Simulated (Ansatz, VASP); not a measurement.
**MnS: VASP beside Ansatz**

```
Mn S
1.0
     0.00000    2.55204    2.55204
     2.55204    0.00000    2.55204
     2.55204    2.55204    0.00000
Mn S
1 1
Direct
  0.00000 0.00000 0.00000
  0.50000 0.50000 0.50000
```

Alike in both runs: functional PBE; k mesh 18 × 18 × 18; occupations gaussian, width 0.1 eV; collinear spin.

Ansatz relaxed the structure, and its values are those at the end. VASP's run is a single point on that final structure, the one shown.

|  | VASP | Ansatz |
| --- | --- | --- |
| version | VASP 6.6.1 | Ansatz 0.2.0 |
| potentials or method | VASP PAW PBE potentials, release 64 (Mn_pv, S), cutoff 520 eV | scalar-relativistic, plane waves, PAW |
| valence electrons in the cell | 19 | 21 |

Ansatz gave:

| Item | Value |
| --- | --- |
| gap on the k mesh at the Fermi level (eV) | none |
| pressure (GPa) | 0.0 |
| net moment per atom (μB) | 2.26 |
| size of the moment on the site where the two differ most (μB) | 4.05 |

Task: Estimate VASP's values.

Result: gap on the k mesh at the Fermi level (eV): none; pressure (GPa): 0.0; net moment per atom (μB): 2.26; size of the moment on the site where the two differ most (μB): 4.12.

Site moments also hang on the region over which each program counts them. A gap of «none» marks a metal or a gap that the smearing closes. VASP's potentials hold 19 valence electrons a cell and Ansatz's 21, so a difference there can come from the potentials and not from the codes.
